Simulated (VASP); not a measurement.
Crystal: La.

```xyz
1
Lattice="-2.1070 2.1070 2.1070 2.1070 -2.1070 2.1070 2.1070 2.1070 -2.1070" Properties=species:S:1:pos:R:3 pbc="T T T"
La    0.0000    0.0000    0.0000
```

This isn't the form of La at room conditions, which is double hcp.

| Item | Value |
| --- | --- |
| Program | VASP 6.6.1 |
| Task | relaxation of cell and atoms |
| Functional | r2SCAN |
| Potentials or basis | VASP PAW PBE potentials, release 64 (La) |
| Cutoff | 600 eV |
| k mesh | 11 × 11 × 11 |
| Occupations | fermi-dirac, width 0.05 eV |
| Spin | collinear spin |
| Starting moments | [1.0] μB |

At the start: pressure 0.7 GPa; volume 37.42 Å³/atom.

Task: Where does the relaxation end?

Result: Over 3 steps the energy falls by 2.0 meV/atom and the volume is 38.38 Å³/atom (+2.6 %); space group Im-3m (No. 229, to 0.1 Å) before and after; moment 0.59 μB per cell.

Step by step:
| step | energy change (eV) | largest force (eV/Å) | pressure (GPa) | volume (Å³) |
| --- | --- | --- | --- | --- |
| 1 | 0.0000 | 0.0000 | 0.68 | 37.42 |
| 2 | -0.0020 | 0.0000 | 0.07 | 38.28 |
| 3 | -0.0020 | 0.0000 | 0.00 | 38.38 |

Final structure:
```yaml
crystal:
  lattice:
    - [-2.12497, 2.12497, 2.12497]
    - [2.12497, -2.12497, 2.12497]
    - [2.12497, 2.12497, -2.12497]
  atoms:
    - { symbol: La, position: [0.00000, 0.00000, 0.00000] }
```

Caveat: the PAW data sets were made with another functional, which shifts forces and pressure a little.
